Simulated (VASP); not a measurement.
Write the native input for VASP 6.6.1 that does the following.

| Property | Result |
| --- | --- |
| Task | single point |
| Functional | PBE |
| Dispersion | D3(BJ) |
| Potentials or basis | VASP PAW PBE potentials, release 64 (Si, C) |
| Cutoff | 520 eV |
| k mesh | 10 × 10 × 5 |
| Occupations | fermi-dirac, width 0.05 eV |
| Spin | no spin polarisation |
| Dipole correction | no |
| Further INCAR settings | ALGO = Normal; EDIFF = 1e-06; NBANDS = 16 |

The structure of SiC lies in POSCAR:

```
SiC
1.0
    3.0702184988      0.0000000000      0.0000000000
   -1.5351092494      2.6588872151      0.0000000000
    0.0000000000      0.0000000000      5.0383019893
Si C
2 2
Direct
    0.6666666667      0.3333333333      0.5046030816
    0.3333333333      0.6666666667      0.0046030816
    0.6666666667      0.3333333333      0.8803969184
    0.3333333333      0.6666666667      0.3803969184
```

One way to write it, as run:

INCAR

```
SYSTEM = SiC
ALGO = Normal
EDIFF = 1E-6
ENCUT = 520
GGA = PE
ISIF = 2
ISMEAR = -1
IVDW = 12
LASPH = .True.
LCHARG = .True.
LELF = .True.
LREAL = .False.
LVHAR = .True.
LWAVE = .False.
NBANDS = 16
NELM = 60
PREC = Accurate
SIGMA = 0.05
```

KPOINTS

```
k-points
0
Gamma
  10 10 5
  0 0 0
```

Potentials or basis: VASP PAW PBE potentials, release 64 (Si, C).

Run with:

```console
$ cat potpaw_PBE.64/Si/POTCAR potpaw_PBE.64/C/POTCAR > POTCAR
$ mpirun -np 1 vasp_std > vasp.out
```

It gave:

The pressure is -0.1 GPa. The band gap on the k mesh is 2.42 eV (least direct gap 3.98 eV) and the dispersion energy per atom is -0.302 eV.

It took 38 s on 1 thread of Intel Xeon 8259CL, on a shared host, peak memory 0.17 GiB.
